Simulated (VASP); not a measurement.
Wanted: the native input for a VASP 6.6.1 run.

```
Task                   : single point
Functional             : PBE
Dispersion             : D3(BJ)
Potentials or basis    : VASP PAW PBE potentials, release 64 (Zr_sv, O)
Cutoff                 : 520 eV
k mesh                 : 3 × 2 × 3
Occupations            : fermi-dirac, width 0.15 eV
Spin                   : no spin polarisation
Dipole correction      : no
Further INCAR settings : ALGO = Normal; EDIFF = 1e-07; NBANDS = 87
```

The structure of Zr12O (a cell with a defect) lies in POSCAR:

```
Zr12O
1.0
    6.4600000000      0.0000000000      0.0000000000
   -4.8450000000      8.3917860000      0.0000000000
    0.0000000000      0.0000000000      5.1453900000
Zr O
12 1
Direct
    0.0400897542      0.0136800438      0.0059859408
    0.2116848142      0.2336808875      0.5105929774
    0.0295102293      0.3362097175     -0.0082015163
    0.1977869164      0.5738706874      0.5292310204
    0.0166725373      0.6782465616      0.0018851827
    0.1749098610      0.8932544276      0.4938595519
    0.5161862924      0.0101885344     -0.0256151623
    0.6824825587      0.2249819049      0.5130417714
    0.5248657081      0.3502234209      0.0395499661
    0.6903924138      0.5601310615      0.5279288839
    0.5109118130      0.6828462976      0.0184825640
    0.6963282257      0.9042890274      0.5066476982
    0.8744196987      0.1269455632      0.2348898723
```

These files were run (other wordings do the same):

INCAR

```
  PREC = Accurate
  ENCUT = 520
  EDIFF = 1E-7
  ISMEAR = -1
  SIGMA = 0.15
  LREAL = False
  LASPH = True
  NELM = 60
  ALGO = Normal
  ISIF = 2
  LWAVE = False
  LCHARG = False
  GGA = PE
  IVDW = 12
  NBANDS = 87
```

KPOINTS

```
regular mesh
0
Gamma
  3 2 3
```

Potentials or basis: VASP PAW PBE potentials, release 64 (Zr_sv, O).

Launch:

```bash
$ cat potpaw_PBE.64/Zr_sv/POTCAR potpaw_PBE.64/O/POTCAR > POTCAR
$ mpirun -np 1 vasp_std > vasp.out
```

Results of the run:

```
Pressure                   : -1.4 GPa
Largest force              : 1.182 eV/Å
Band gap on the k mesh     : zero (bands 75 and 76 overlap by 0.40 eV)
Dispersion energy per atom : -0.508 eV
```

Caveat: the k points lie up to 0.41 Å⁻¹ apart; the atoms stand as in a frame of molecular dynamics.

It took 10 min on 1 thread of Intel(R) Xeon(R) Platinum 8259CL CPU @ 2.50GHz (Skylake/Cascade Lake) (shared host), peak memory 0.44 GiB.
